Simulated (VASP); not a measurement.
A run of VASP 6.6.1 is set up as follows.

File POSCAR:

```
SbC3N3
1.0
    4.7028279948      3.5074621175      0.2227258381
    4.7028279948     -3.5074621175      0.2227258381
    1.3490975013      0.0000000000     -9.1622573129
Sb C N
2 6 6
Direct
    0.3053840837      0.3354846855      0.7395347618
    0.6645153145      0.6946159163      0.2604652382
    0.4358042445      0.0274357959      0.6066660793
    0.9725642041      0.5641957555      0.3933339207
    0.9609861743      0.2544413093      0.7474783245
    0.7455586907      0.0390138257      0.2525216755
    0.3868620089      0.0794246926      0.9252344877
    0.9205753074      0.6131379911      0.0747655123
    0.4436056769      0.9538328911      0.0263547147
    0.0461671089      0.5563943231      0.9736452853
    0.7729481389      0.2291875703      0.7484918063
    0.7708124297      0.2270518611      0.2515081937
    0.5125425781      0.8743259605      0.5300113504
    0.1256740395      0.4874574219      0.4699886496
```

Contents of INCAR.step1:

```
SYSTEM = SbC3N3
  ALGO = Normal
  EDIFF = 1E-4
  ENCUT = 520
  GGA = PE
  ISMEAR = -1
  LASPH = .TRUE.
  LCHARG = .FALSE.
  LREAL = .FALSE.
  LWAVE = .TRUE.
  NBANDS = 45
  NELM = 60
  PREC = Accurate
  SIGMA = 0.1
```

The input INCAR.step2:

```
SYSTEM = SbC3N3
  ALGO = Normal
  EDIFF = 1E-7
  ENCUT = 520
  ISIF = 2
  ISMEAR = -1
  ISTART = 1
  LASPH = .TRUE.
  LCHARG = .FALSE.
  LMIXTAU = .TRUE.
  LREAL = .FALSE.
  LWAVE = .FALSE.
  METAGGA = R2SCAN
  NBANDS = 45
  NELM = 60
  PREC = Accurate
  SIGMA = 0.1
```

KPOINTS

```
k-points
0
G
  4 4 2
  0 0 0
```

Potentials or basis: VASP PAW PBE potentials, release 64 (Sb, C, N).

Run with:

```bash
$ cat potpaw_PBE.64/Sb/POTCAR potpaw_PBE.64/C/POTCAR potpaw_PBE.64/N/POTCAR > POTCAR
$ cp INCAR.step1 INCAR
$ mpirun -np 1 vasp_std > vasp.out
$ cp INCAR.step2 INCAR
$ mpirun -np 1 vasp_std > vasp.out
```

Question: What does it give for the largest force?

Answer: 0.683 eV/Å.

Question: What does it give for the pressure?

Answer: 0.8 GPa.

Question: What does it give for the band gap on the k mesh?

Answer: 4.58 eV (least direct gap 4.60 eV).

Forces in eV/Å, atoms in the order of the input:
```
Sb   0.162 -0.087  0.051
Sb  -0.162 -0.087 -0.051
C    0.213 -0.426 -0.395
C   -0.213 -0.426  0.395
C    0.512  0.338  0.024
C   -0.512  0.338 -0.024
C    0.064 -0.335  0.508
C   -0.064 -0.335 -0.508
N   -0.096  0.381 -0.554
N    0.096  0.381  0.554
N   -0.585 -0.344 -0.035
N    0.585 -0.344  0.035
N   -0.259  0.472  0.419
N    0.259  0.472 -0.419
```

Caveat: the PAW data sets were made with another functional, which shifts forces and pressure a little; spin-orbit coupling is left out, which moves the levels of the heavy elements. A k mesh can miss the band edges.
